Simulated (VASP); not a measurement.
Crystal: SnPb2O3.

```
CELL_PARAMETERS angstrom
5.85481 0.00000 0.00000
-2.92741 5.07042 0.00000
0.00000 0.00000 3.80695
ATOMIC_POSITIONS crystal
Sn 0.00000 0.00000 0.00000
Pb 0.66667 0.33333 0.00000
Pb 0.33333 0.66667 0.00000
O 0.50000 0.00000 0.50000
O 0.00000 0.50000 0.50000
O 0.50000 0.50000 0.50000
```

The cell was built from a structure type or drawn by symmetry, and may not be a known phase.

```yaml
Program: VASP 6.6.1
Task: relaxation of cell and atoms
Functional: PBE
Potentials_or_basis: VASP PAW PBE potentials, release 64 (Sn_d, Pb_d, O)
Cutoff: 600 eV
k_mesh: 6 × 6 × 10
Occupations: gaussian, width 0.1 eV
Spin: no spin polarisation
```

At the start: pressure -3.0 GPa; volume 18.84 Å³/atom.

Q: Where does the relaxation end?

A: Over 9 steps the energy falls by 280.9 meV/atom and the volume is 18.99 Å³/atom (+0.8 %); space group P6/mmm (No. 191, to 0.1 Å) before and after.

The path:
```csv
step,energy change (eV),largest force (eV/Å),pressure (GPa),volume (Å³)
1,0.0000,0.0000,-2.95,113.01
2,-1.4138,0.0000,3.34,106.56
3,-1.4872,0.0000,6.13,104.70
4,-1.6841,0.0000,-0.20,114.43
5,-1.6849,0.0000,0.14,113.79
6,-1.6849,0.0000,0.04,113.98
7,-1.6851,0.0000,-0.09,114.09
8,-1.6851,0.0000,-0.09,114.10
9,-1.6852,0.0000,0.00,113.93
```

Final structure:
```yaml
crystal:
  lattice:
    - [6.36575, 0.00000, 0.00000]
    - [-3.18288, 5.51290, 0.00000]
    - [0.00000, 0.00000, 3.24649]
  atoms:
    - { symbol: Sn, position: [0.00000, 0.00000, 0.00000] }
    - { symbol: Pb, position: [0.66667, 0.33333, 0.00000] }
    - { symbol: Pb, position: [0.33333, 0.66667, 0.00000] }
    - { symbol: O, position: [0.50000, 0.00000, 0.50000] }
    - { symbol: O, position: [0.00000, 0.50000, 0.50000] }
    - { symbol: O, position: [0.50000, 0.50000, 0.50000] }
```
